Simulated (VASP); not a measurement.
Here is a VASP 6.6.1 calculation.

The input INCAR:

```
PREC = Accurate ; ENCUT = 520
EDIFF = 1E-7 ; ISMEAR = -1
SIGMA = 0.1 ; LREAL = F
LASPH = T ; NELM = 100
ALGO = Normal ; ISIF = 2
LWAVE = F ; LCHARG = F
LDIPOL = T ; IDIPOL = 3
DIPOL = 0.5 0.5 0.500 ; GGA = PE
NBANDS = 51
```

File KPOINTS:

```
Automatic mesh
0
Gamma
  10 10 1
```

Contents of POSCAR:

```
Mo
1.0
    4.4701026973      0.0000000000      0.0000000000
   -2.2350513487      3.8712224934      0.0000000000
    0.0000000000      0.0000000000     20.5623000000
Mo
6
Direct
    0.1666666667      0.3333333333      0.4032903998
    0.5000000000      1.0000000000      0.4389887346
    0.8333333333      0.6666666667      0.4732386205
    0.1666666667      0.3333333333      0.5267613897
    0.5000000000      1.0000000000      0.5610112396
    0.8333333333      0.6666666667      0.5967096153
```

Potentials or basis: VASP PAW PBE potentials, release 64 (Mo_sv).

Run with:

```bash
$ cat potpaw_PBE.64/Mo_sv/POTCAR > POTCAR
$ mpirun -np 1 vasp_std > vasp.out
```

**Question.** Predict the largest force.

**Answer.** 0.037 eV/Å.

**Question.** Predict the band gap on the k mesh.

**Answer.** Zero (bands 42 and 43 overlap by 0.16 eV).

Forces on the atoms (eV/Å):
```
Mo   0.000  0.000 -0.037
Mo   0.000  0.000 -0.034
Mo   0.000  0.000 -0.018
Mo   0.000  0.000  0.018
Mo   0.000  0.000  0.034
Mo   0.000  0.000  0.037
```
